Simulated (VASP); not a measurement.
# Zn (P6_3/mmc) in VASP: notebook, part 2 of 2

VASP 6.6.1. Earlier steps stand in the parts before.

### Step 4. Single point, PBE

This run uses another cell than the first one, of 15.34 Å³/atom.

INCAR

```
SYSTEM = Zn
PREC = Accurate
ENCUT = 520
EDIFF = 1E-6
ISMEAR = 0
SIGMA = 0.1
LREAL = .FALSE.
LASPH = .TRUE.
NELM = 80
ALGO = Normal
ISIF = 2
LWAVE = .FALSE.
LCHARG = .FALSE.
GGA = PE
NBANDS = 19
```

KPOINTS

```
regular mesh
0
G
  18 18 8
  0 0 0
```

POSCAR

```
Zn
1.0
    2.6333229244      0.0000000000      0.0000000000
   -1.3166614622      2.2805245489      0.0000000000
    0.0000000000      0.0000000000      5.1082449707
Zn
2
Direct
    0.3333333333      0.6666666667      0.2500000000
    0.6666666667      0.3333333333      0.7500000000
```

Potentials or basis: VASP PAW PBE potentials, release 64 (Zn).

Started as:

```sh
$ cat potpaw_PBE.64/Zn/POTCAR > POTCAR
$ mpirun -np 1 vasp_std > vasp.out
```

OUTCAR:

```text
SYSTEM = Zn
   PREC = Accurate
   ENCUT = 520
   EDIFF = 1E-6
   ISMEAR = 0
   LREAL = .FALSE.
   LASPH = .TRUE.
   NELM = 80
   ISIF = 2
   GGA = PE

 ion  position               nearest neighbor table
   1  0.333  0.667  0.250-   2 2.97   2 2.97   2 2.97   2 2.97   2 2.97   2 2.97
   2  0.667  0.333  0.750-   1 2.97   1 2.97   1 2.97   1 2.97   1 2.97   1 2.97

  LATTYP: Found a hexagonal cell.
 ALAT       =     2.6333229244
 C/A-ratio  =     1.9398475300

  Lattice vectors:

 A1 = (   2.6333229244,   0.0000000000,   0.0000000000)
 A2 = (  -1.3166614622,   2.2805245489,   0.0000000000)
 A3 = (   0.0000000000,   0.0000000000,   5.1082449707)

Analysis of symmetry for initial positions (statically):
=====================================================================
 Subroutine PRICEL returns:
 Original cell was already a primitive cell.

 Routine SETGRP: Setting up the symmetry group for a
 hexagonal supercell.

 Subroutine GETGRP returns: Found 24 space group operations
 (whereof 12 operations were pure point group operations)
 out of a pool of 24 trial point group operations.

The static configuration has the point symmetry D_3d.
 The point group associated with its full space group is D_6h.

Analysis of symmetry for dynamics (positions and initial velocities):
=====================================================================
 Subroutine PRICEL returns:
 Original cell was already a primitive cell.

 Routine SETGRP: Setting up the symmetry group for a
 hexagonal supercell.

 Subroutine GETGRP returns: Found 24 space group operations
 (whereof 12 operations were pure point group operations)
 out of a pool of 24 trial point group operations.

The dynamic configuration has the point symmetry D_3d.
 The point group associated with its full space group is D_6h.

 Subroutine INISYM returns: Found 24 space group operations
 (whereof 12 operations are pure point group operations),
 and found     1 'primitive' translations

----------------------------------------------------------------------------------------

                                     Primitive cell

  volume of cell :      30.6768

  direct lattice vectors                    reciprocal lattice vectors
     2.633322924  0.000000000  0.000000000     0.379748336  0.219247804  0.000000000
    -1.316661462  2.280524549  0.000000000     0.000000000  0.438495609  0.000000000
     0.000000000  0.000000000  5.108244971     0.000000000  0.000000000  0.195761951

  length of vectors
     2.633322924  2.633322924  5.108244971     0.438495609  0.438495609  0.195761951

  position of ions in fractional coordinates (direct lattice)
     0.333333333  0.666666667  0.250000000
     0.666666667  0.333333333  0.750000000

  ion indices of the primitive-cell ions
   primitive index   ion index
                 1           1
                 2           2

----------------------------------------------------------------------------------------

 KPOINTS: regular mesh

Automatic generation of k-mesh.
 Grid dimensions read from file:
 generate k-points for:   18   18    8

 Generating k-lattice:

  Cartesian coordinates                     Fractional coordinates (reciprocal lattice)
     0.021097130  0.012180434  0.000000000     0.055555556  0.000000000  0.000000000
     0.000000000  0.024360867  0.000000000     0.000000000  0.055555556  0.000000000
     0.000000000  0.000000000  0.024470244     0.000000000  0.000000000  0.125000000

  Length of vectors
     0.024360867  0.024360867  0.024470244

  Shift w.r.t. Gamma in fractional coordinates (k-lattice)
     0.000000000  0.000000000  0.000000000

 Subroutine IBZKPT returns following result:
 ===========================================

 Found    185 irreducible k-points:

 Following reciprocal coordinates:
            Coordinates               Weight
  0.000000  0.000000  0.000000      1.000000
  0.055556  0.000000  0.000000      6.000000
  0.111111  0.000000  0.000000      6.000000
  0.166667  0.000000  0.000000      6.000000
  0.222222  0.000000  0.000000      6.000000
  0.277778  0.000000  0.000000      6.000000
[... 16 lines left out ...]
  0.333333  0.111111  0.000000     12.000000
  0.388889  0.111111  0.000000     12.000000
 [... further k-points ...]
   k-points           NKPTS =    185   k-points in BZ     NKDIM =    185   number of bands    NBANDS=     19
   number of dos      NEDOS =    301   number of ions     NIONS =      2
   total plane-waves  NPLWV =  16000
   dimension x,y,z NGX =    20 NGY =   20 NGZ =   40
   dimension x,y,z NGXF=    40 NGYF=   40 NGZF=   80
   ions per type =               2
   NGX,Y,Z   is equivalent  to a cutoff of  12.63, 12.63, 13.02 a.u.
   NGXF,Y,Z  is equivalent  to a cutoff of  25.25, 25.25, 26.04 a.u.
 SYSTEM =  Zn
   PREC   = accura    normal or accurate (medium, high low for compatibility)
   ISTART =      0    job   : 0-new  1-cont  2-samecut
   ICHARG =      2    charge: 1-file 2-atom 10-const
   ISPIN  =      1    spin polarized calculation?
   LNONCOLLINEAR =      F non collinear calculations
   LSORBIT =      F    spin-orbit coupling
   LASPH  =      T    aspherical Exc in radial PAW
   ENCUT  =  520.0 eV  38.22 Ry    6.18 a.u.   4.90  4.90  9.50*2*pi/ulx,y,z
   NELM   =     80;   NELMIN=  2; NELMDL= -5     # of ELM steps
   EDIFF  = 0.1E-05   stopping-criterion for ELM
   LREAL  =      F    real-space projection
   EDIFFG = 0.1E-04   stopping-criterion for IOM
   NSW    =      0    number of steps for IOM
   IBRION =     -1    ionic relax: 0-MD 1-quasi-New 2-CG
   NFREE  =      0    steps in history (QN), initial steepest desc. (CG)
   ISIF   =      2    stress and relaxation
   ISYM   =      2    0-nonsym 1-usesym 2-fastsym
   POTIM  = 0.5000    time-step for ionic-motion
   TEBEG  =    0.0;   TEEND  =   0.0 temperature during run
   PSTRESS=    0.0 pullay stress
   NELECT =      24.0000    total number of electrons
   NUPDOWN=      -1.0000    fix difference up-down
   EMIN   =  10.00;   EMAX   =-10.00  energy-range for DOS
   EFERMI =   0.00;   METHOD = LEGACY
   ISMEAR =     0;   SIGMA  =   0.10  broadening in eV -4-tet -1-fermi 0-gaus
   EFERMI_NEDOS =   21; number of points for ismear=-14 and -15
   IALGO  =     38    algorithm
   IMIX   =      4    mixing-type and parameters
     AMIX     =   0.40;   BMIX     =  1.00
     AMIX_MAG =   1.60;   BMIX_MAG =  1.00
  volume/ion in A,a.u.               =      15.34       103.51
  Fermi-wavevector in a.u.,A,eV,Ry     =   1.508487  2.850628 30.960527  2.275535
  Thomas-Fermi vector in A             =   2.618935
   LORBIT       =      0    0 simple, 1 ext, 2 COOP (PROOUT), +10 PAW based schemes
   GGA     = PE    functional components
   LHFCALC =     F    Hartree Fock is set to
   AEXX    =    0.0000 exact exchange contribution
   IVDW    =     0    specifies the selected vdW correction
   LEPSILON=     F    determine dielectric tensor
   LRPA    =     F    only Hartree local field effects (RPA)
 non-spin polarized calculation
 Gauss-broadening in eV      SIGMA  =   0.10
  energy-cutoff  :      520.00
  volume of cell :       30.68
 maximum number of plane-waves:       849
 NGX is ok and might be reduce to    20
   NGX =  9   NGY =  9   NGZ = 19

 number of electron      23.9999999 magnetization

 Free energy of the ion-electron system (eV)
  ---------------------------------------------------
  ext. energy  EPLUGINS =         0.00000000
  ---------------------------------------------------
  free energy    TOTEN  =        -2.22056606 eV

  energy without entropy =       -2.21903913  energy(sigma->0) =       -2.21980259

 E-fermi :   3.0417     XC(G=0): -11.4960

 val. band max:        3.0405653771   @ k =   0.0556   0.0556   0.2500
 cond. band min:       3.0508806702   @ k =   0.3333   0.1111   0.0000
 fundamental gap:      0.0103152931
 Fermi energy:         3.0416866847

 k-point     1 :       0.0000    0.0000    0.0000
  band No.  band energies     occupation
      1      -7.3024      2.00000
      2      -5.6302      2.00000
      3      -4.9172      2.00000
      4      -4.6446      2.00000
      5      -4.6446      2.00000
      6      -4.6053      2.00000
[... 11 lines left out ...]
     18      22.7858      0.00000
     19      22.8265      0.00000
[... 485 lines left out ...]
 k-point    24 :       0.3889    0.1111    0.0000
  band No.  band energies     occupation
      1      -5.2855      2.00000
      2      -5.1962      2.00000
      3      -5.0688      2.00000
      4      -4.6659      2.00000
      5      -4.4788      2.00000
      6      -4.4764      2.00000
[... 11 lines left out ...]
     18      15.9999      0.00000
     19      17.5740      0.00000

 [... further k-points ...]

------------------------ aborting loop because EDIFF is reached ----------------------------------------

  FORCE on cell =-STRESS in cart. coord.  units (eV):
  Direction    XX          YY          ZZ          XY          YZ          ZX
  --------------------------------------------------------------------------------------
  -------------------------------------------------------------------------------------
  Total        0.0787798      0.0787798      0.0364063      0.0000000      0.0000000      0.0000000
  in kB        4.1144809      4.1144809      1.9014136      0.0000000      0.0000000      0.0000000
  external PRESSURE =       3.3767918 kB  Pullay stress =       0.0000000 kB

 VOLUME and BASIS-vectors are now :
 -----------------------------------------------------------------------------
  energy-cutoff  :      520.00
  volume of cell :       30.68
      direct lattice vectors                 reciprocal lattice vectors
     2.633322924  0.000000000  0.000000000     0.379748336  0.219247804  0.000000000
    -1.316661462  2.280524549  0.000000000     0.000000000  0.438495609  0.000000000
     0.000000000  0.000000000  5.108244971     0.000000000  0.000000000  0.195761951

 POSITION                                       TOTAL-FORCE (eV/Angst)
 -----------------------------------------------------------------------------------
     -0.00000      1.52035      1.27706        -0.000000      0.000000      0.000000
      1.31666      0.76017      3.83118         0.000000     -0.000000      0.000000
 -----------------------------------------------------------------------------------
    total drift:                               -0.000000      0.000000      0.000000

  FREE ENERGIE OF THE ION-ELECTRON SYSTEM (eV)
  ---------------------------------------------------
  free  energy   TOTEN  =        -2.2205660587 eV

  energy  without entropy=       -2.2190391308  energy(sigma->0) =       -2.21980259
```

OSZICAR:

```text
N       E                     dE             d eps       ncg     rms          rms(c)
DAV:   1     0.113340315900E+03    0.11334E+03   -0.12393E+04  7300   0.199E+03
DAV:   2     0.279983045201E+01   -0.11054E+03   -0.10695E+03  7100   0.296E+02
DAV:   3    -0.239803743167E+01   -0.51979E+01   -0.51748E+01  7817   0.700E+01
DAV:   4    -0.243004199209E+01   -0.32005E-01   -0.31997E-01  7701   0.565E+00
DAV:   5    -0.243008366324E+01   -0.41671E-04   -0.41671E-04  7773   0.186E-01    0.396E+00
DAV:   6    -0.223379530679E+01    0.19629E+00   -0.77588E-01  7810   0.185E+01    0.295E+00
DAV:   7    -0.222491420252E+01    0.88811E-02   -0.26457E-02  8784   0.271E+00    0.153E+00
DAV:   8    -0.222054750588E+01    0.43667E-02   -0.19324E-03  9392   0.660E-01    0.487E-02
DAV:   9    -0.222056264411E+01   -0.15138E-04   -0.25646E-04  9262   0.202E-01    0.349E-02
DAV:  10    -0.222056620019E+01   -0.35561E-05   -0.23400E-05  7437   0.570E-02    0.280E-03
DAV:  11    -0.222056605868E+01    0.14150E-06   -0.99814E-08  4582   0.333E-03
   1 F= -.22205661E+01 E0= -.22198026E+01  d E =-.152693E-02
```

stdout:

```text
POSCAR found type information on POSCAR Zn
 POSCAR found :  1 types and       2 ions
 scaLAPACK will be used
 LDA part: xc-table for (Slater+PW92), standard interpolation
 POSCAR, INCAR and KPOINTS ok, starting setup
 FFT: planning ... GRIDC
 FFT: planning ... GRID_SOFT
 FFT: planning ... GRID
 WAVECAR not read
 entering main loop
```

It took 92 s on 1 thread of Intel Xeon 8259CL, shared host; peak memory 0.21 GiB.

Results:

```
Free energy            : -2.2206 eV
Pressure               : 0.3 GPa
Band gap on the k mesh : zero (bands 12 and 13 overlap by 5.29 eV)
```

Levels at points of the mesh, in eV from the Fermi level:
| k point | band 8 | band 9 | band 10 | band 11 | band 12 | band 13 | band 14 | band 15 | band 16 | band 17 |
| --- | --- | --- | --- | --- | --- | --- | --- | --- | --- | --- |
| (0.00, 0.00, 0.00) | -7.26 | -7.26 | -7.10 | -7.10 | -3.76 | -3.53 | 12.13 | 15.96 | 18.24 | 18.24 |
| (0.50, 0.00, 0.00) | -7.13 | -6.88 | -6.87 | -2.66 | -1.94 | 2.34 | 3.57 | 3.83 | 5.65 | 10.72 |
| (0.00, 0.00, 0.50) | -7.62 | -7.17 | -7.17 | -7.17 | -7.17 | 3.77 | 3.77 | 19.42 | 19.42 | 19.42 |
| (0.50, 0.00, 0.50) | -7.14 | -6.87 | -6.87 | -1.77 | -1.77 | 0.27 | 0.27 | 9.55 | 9.55 | 12.38 |

### Step 5. Single point, PBE

This run uses another cell than the first one, of 15.33 Å³/atom.

INCAR

```
SYSTEM = Zn
  PREC = Accurate
  ENCUT = 520
  EDIFF = 1E-6
  ISMEAR = 0
  SIGMA = 0.1
  LREAL = .FALSE.
  LASPH = .TRUE.
  NELM = 80
  ALGO = Fast
  ISIF = 2
  LWAVE = .FALSE.
  LCHARG = .FALSE.
  GGA = PE
  NBANDS = 19
```

KPOINTS is that of step 4.

POSCAR

```
Zn
1.0
    2.6700000000      0.0000000000      0.0000000000
   -1.3350000000      2.3122878281      0.0000000000
    0.0000000000      0.0000000000      4.9660000000
Zn
2
Direct
    0.3333333333      0.6666666667      0.2500000000
    0.6666666667      0.3333333333      0.7500000000
```

Potentials or basis: VASP PAW PBE potentials, release 64 (Zn).

Started as:

```sh
$ cat potpaw_PBE.64/Zn/POTCAR > POTCAR
$ mpirun -np 1 vasp_std > vasp.out
```

OUTCAR:

```text
SYSTEM = Zn
   PREC = Accurate
   ENCUT = 520
   EDIFF = 1E-6
   ISMEAR = 0
   LREAL = .FALSE.
   LASPH = .TRUE.
   NELM = 80
   ISIF = 2
   GGA = PE

 ion  position               nearest neighbor table
   1  0.333  0.667  0.250-   2 2.92   2 2.92   2 2.92   2 2.92   2 2.92   2 2.92
   2  0.667  0.333  0.750-   1 2.92   1 2.92   1 2.92   1 2.92   1 2.92   1 2.92

  LATTYP: Found a hexagonal cell.
 ALAT       =     2.6700000000
 C/A-ratio  =     1.8599250936

  Lattice vectors:

[... 720 lines left out ...]

  FORCE on cell =-STRESS in cart. coord.  units (eV):
  Direction    XX          YY          ZZ          XY          YZ          ZX
  --------------------------------------------------------------------------------------
  -------------------------------------------------------------------------------------
  Total       -0.1788204     -0.1788204      0.0383480      0.0000000     -0.0000000      0.0000000
  in kB       -9.3447514     -9.3447514      2.0039785      0.0000000     -0.0000000      0.0000000
  external PRESSURE =      -5.5618414 kB  Pullay stress =       0.0000000 kB

 VOLUME and BASIS-vectors are now :
 -----------------------------------------------------------------------------
  energy-cutoff  :      520.00
  volume of cell :       30.66
      direct lattice vectors                 reciprocal lattice vectors
     2.670000000  0.000000000  0.000000000     0.374531835  0.216236056  0.000000000
    -1.335000000  2.312287828  0.000000000     0.000000000  0.432472112  0.000000000
     0.000000000  0.000000000  4.966000000     0.000000000  0.000000000  0.201369311

 POSITION                                       TOTAL-FORCE (eV/Angst)
 -----------------------------------------------------------------------------------
     -0.00000      1.54153      1.24150         0.000000     -0.000000      0.000000
      1.33500      0.77076      3.72450        -0.000000      0.000000     -0.000000
 -----------------------------------------------------------------------------------
    total drift:                               -0.000000      0.000000      0.000000

  FREE ENERGIE OF THE ION-ELECTRON SYSTEM (eV)
  ---------------------------------------------------
  free  energy   TOTEN  =        -2.2157936395 eV

  energy  without entropy=       -2.2132126781  energy(sigma->0) =       -2.21450316
```

stdout:

```text
POSCAR found type information on POSCAR Zn
 POSCAR found :  1 types and       2 ions
 scaLAPACK will be used
 LDA part: xc-table for (Slater+PW92), standard interpolation
 POSCAR, INCAR and KPOINTS ok, starting setup
 FFT: planning ... GRIDC
 FFT: planning ... GRID_SOFT
 FFT: planning ... GRID
 WAVECAR not read
 entering main loop
```

It took 1.8 min on 1 thread of Intel Xeon 8259CL, shared host; peak memory 0.21 GiB.

What came out:

```
Free energy            : -2.2158 eV
Pressure               : -0.6 GPa
Band gap on the k mesh : zero (bands 12 and 13 overlap by 4.69 eV)
```

Levels at points of the mesh, in eV from the Fermi level:
| k point | band 9 | band 10 | band 11 | band 12 | band 13 | band 14 | band 15 | band 16 |
| --- | --- | --- | --- | --- | --- | --- | --- | --- |
| (0.00, 0.00, 0.00) | -7.44 | -7.24 | -7.24 | -3.75 | -3.22 | 13.33 | 16.97 | 17.21 |
| (0.50, 0.00, 0.00) | -7.06 | -7.04 | -2.96 | -2.31 | 2.44 | 3.38 | 3.87 | 5.53 |
| (0.00, 0.00, 0.50) | -7.32 | -7.32 | -7.32 | -7.32 | 4.38 | 4.38 | 18.48 | 18.48 |
| (0.50, 0.00, 0.50) | -7.05 | -7.05 | -1.99 | -1.99 | -0.05 | -0.05 | 9.91 | 9.91 |

### Step 6. Single point, PBE (15.80 Å³/atom)

This run uses another cell than the first one, of 15.80 Å³/atom.

INCAR

```
SYSTEM = Zn
  PREC = Accurate
  ENCUT = 520
  EDIFF = 1E-6
  ISMEAR = 0
  SIGMA = 0.1
  LREAL = .False.
  LASPH = .True.
  NELM = 100
  ALGO = Normal
  ISIF = 2
  LWAVE = .False.
  LCHARG = .False.
  GGA = PE
  NBANDS = 19
```

KPOINTS

```
regular mesh
0
Gamma
  18 18 8
  0 0 0
```

POSCAR

```
Zn
1.0
    2.6487703981      0.0000000000      0.0000000000
   -1.3243851990      2.2939024536      0.0000000000
    0.0000000000      0.0000000000      5.2003018414
Zn
2
Direct
    0.3333333333      0.6666666667      0.2500000000
    0.6666666667      0.3333333333      0.7500000000
```

Potentials or basis: VASP PAW PBE potentials, release 64 (Zn).

Started as:

```sh
$ cat potpaw_PBE.64/Zn/POTCAR > POTCAR
$ mpirun -np 1 vasp_std > vasp.out
```

It took 88 s on 1 thread of Intel Xeon 8259CL, shared host; peak memory 0.21 GiB.

The run converged. Its results:

```yaml
Free_energy: -2.2168 eV
Pressure: -1.4 GPa
Band_gap_on_the_k_mesh: zero (bands 12 and 13 overlap by 5.41 eV)
```

Stress tensor (GPa, compression positive):
```
-1.33  0.00  0.00
 0.00 -1.33  0.00
 0.00  0.00 -1.60
```

Levels at points of the mesh, in eV from the Fermi level:
```csv
k point,band 10,band 11,band 12,band 13,band 14,band 15
"(0.00, 0.00, 0.00)",-6.99,-6.99,-3.59,-3.58,11.60,15.43
"(0.50, 0.00, 0.00)",-6.76,-2.46,-1.79,2.28,3.63,3.67
"(0.00, 0.00, 0.50)",-7.05,-7.05,-7.05,3.56,3.56,19.28
"(0.50, 0.00, 0.50)",-6.76,-1.59,-1.59,0.32,0.32,9.30
```

### Step 7. Overview

| cell | gap on the mesh (eV) | pressure (GPa) |
| --- | --- | --- |
| a = 2.624, b = 2.624, c = 4.837 Å, angles 90.0, 90.0, 120.0°, 2 atoms | none | 4.4 |
| a = 2.620, b = 2.620, c = 5.007 Å, angles 90.0, 90.0, 120.0°, 2 atoms | none | 2.8 |
| a = 2.633, b = 2.633, c = 5.108 Å, angles 90.0, 90.0, 120.0°, 2 atoms | none | 0.3 |
| a = 2.670, b = 2.670, c = 4.966 Å, angles 90.0, 90.0, 120.0°, 2 atoms | none | -0.6 |
| a = 2.649, b = 2.649, c = 5.200 Å, angles 90.0, 90.0, 120.0°, 2 atoms | none | -1.4 |

Alike in all rows: task single point; level PBE; potentials or basis VASP PAW PBE potentials, release 64 (Zn); no spin polarisation; k mesh 18 × 18 × 8; cutoff (eV) 520; smearing gaussian 0.1 eV.

Caveats: the cell stands under pressure (at least some runs).

Absolute energies hang on the potentials; compare differences alone.
